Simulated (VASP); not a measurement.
A run of VASP 6.6.1:

INCAR

```
SYSTEM = SnSe2
PREC = Accurate ; ENCUT = 520
EDIFF = 1E-6 ; ISMEAR = 0
SIGMA = 0.01 ; LREAL = .FALSE.
LASPH = .TRUE. ; NELM = 100
ALGO = Normal ; ISIF = 2
LWAVE = .FALSE. ; LCHARG = .TRUE.
GGA = PE ; LELF = .TRUE.
LVHAR = .TRUE. ; NBANDS = 20
```

The input KPOINTS:

```
Automatic mesh
0
G
  6 6 4
  0 0 0
```

The input POSCAR:

```
SnSe2
1.0
    3.8611504880      0.0000000000      0.0000000000
   -1.9305752440      3.3438515596      0.0000000000
    0.0000000000      0.0000000000      6.2167461018
Sn Se
1 2
Direct
    0.0000000000      0.0000000000      0.0000000000
    0.3333333333      0.6666666667      0.2490000000
    0.6666666667      0.3333333333      0.7510000000
```

Potentials or basis: VASP PAW PBE potentials, release 64 (Sn_d, Se).

Launch:

```bash
$ cat potpaw_PBE.64/Sn_d/POTCAR potpaw_PBE.64/Se/POTCAR > POTCAR
$ mpirun -np 1 vasp_std > vasp.out
```

Hardware: 1 thread of Intel(R) Xeon(R) 6975P-C (Granite Rapids), with other jobs on the host.

Q: How long does it take, and how much memory?

A: It took 17 s on 1 thread of Intel(R) Xeon(R) 6975P-C (Granite Rapids), on a shared host, peak memory 0.2 GiB. Counts: scf iterations 12, k points 24.
